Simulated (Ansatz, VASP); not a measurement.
# CaTl4O3: VASP beside Ansatz

```
Ca Tl O
1.0
    -1.77265    3.07032    0.00000
    -3.54530    0.00000    0.00000
    -1.77265    1.02344   16.29071
Ca Tl O
1 4 3
Cartesian
  -3.5453 2.0469 8.1454
  -5.3180 3.0703 5.2598
  -1.7727 1.0234 11.0309
  -5.3180 3.0703 14.7510
  -1.7727 1.0234 1.5397
  -5.3180 3.0703 9.4347
  -1.7727 1.0234 6.8560
  -5.3180 3.0703 0.0000
```

Alike in both runs: task single point; functional PBE; k mesh 6 × 6 × 6; occupations gaussian, width 0.1 eV; no spin polarisation.

```csv
,VASP,Ansatz
version,VASP 6.6.1,Ansatz 0.2.0
potentials or method,"VASP PAW PBE potentials, release 64 (Ca_sv, Tl_d, O), cutoff 520 eV","scalar-relativistic, plane waves, PAW"
valence electrons in the cell,80,80
```

Ansatz gave:

```
gap on the k mesh at the Fermi level (eV) : 0.96
least direct gap on the mesh (eV)         : 0.96
pressure (GPa)                            : 0.0
rms of the force components (eV/Å)        : 0.001
```

Which values does VASP return?

gap on the k mesh at the Fermi level (eV): 0.96; least direct gap on the mesh (eV): 0.96; pressure (GPa): 0.0; rms of the force components (eV/Å): 0.009.

Atom by atom the forces differ by 0.008 eV/Å (rms over components). The functional is the same, so the differences come from potentials, cutoffs and numerics.

Spin-orbit coupling is off throughout.
